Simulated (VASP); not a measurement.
Runs of VASP 6.6.1 on EuSb. The structure is that of space group F-43m (No. 216), or close to it. The cells are those of the table. 

| cell | k mesh for the DOS | occupations for the DOS | gap on the mesh (eV) | pressure (GPa) | moment (μB) |
| --- | --- | --- | --- | --- | --- |
| a = 5.313 Å, angles 60.0°, 2 atoms | - | - | none | (a) | 8.00 |
| a = 5.399 Å, angles 60.0°, 2 atoms | - | - | none | -0.9 | 8.00 |
| a = 5.348 Å, angles 60.0°, 2 atoms | - | - | none | -0.5 | 8.00 |
| a = 5.448 Å, angles 60.0°, 2 atoms | - | - | none | -1.3 | 8.00 |
| a = 5.278 Å, angles 60.0°, 2 atoms | 12 × 12 × 12 | tetrahedron | - | - | 8.00 |

Alike in all rows: task single point; level PBE+U; potentials or basis VASP PAW PBE potentials, release 64 (Eu, Sb); spin collinear, ferromagnetic start; Eu f U = 6.0 eV; k mesh 8 × 8 × 8; cutoff (eV) 520; smearing gaussian 0.05 eV.

Task: Fill in the values left out.

Result: (a) -0.2.

Caveats: spin-orbit coupling is left out, which moves the levels of the heavy elements; a cell with one magnetic atom can't hold antiferromagnetic order, which such compounds often take.

A k mesh can miss the band edges, and the runs leave out spin-orbit coupling on Eu, Sb.

A gap of «none» marks levels without a gap at the run's occupations.
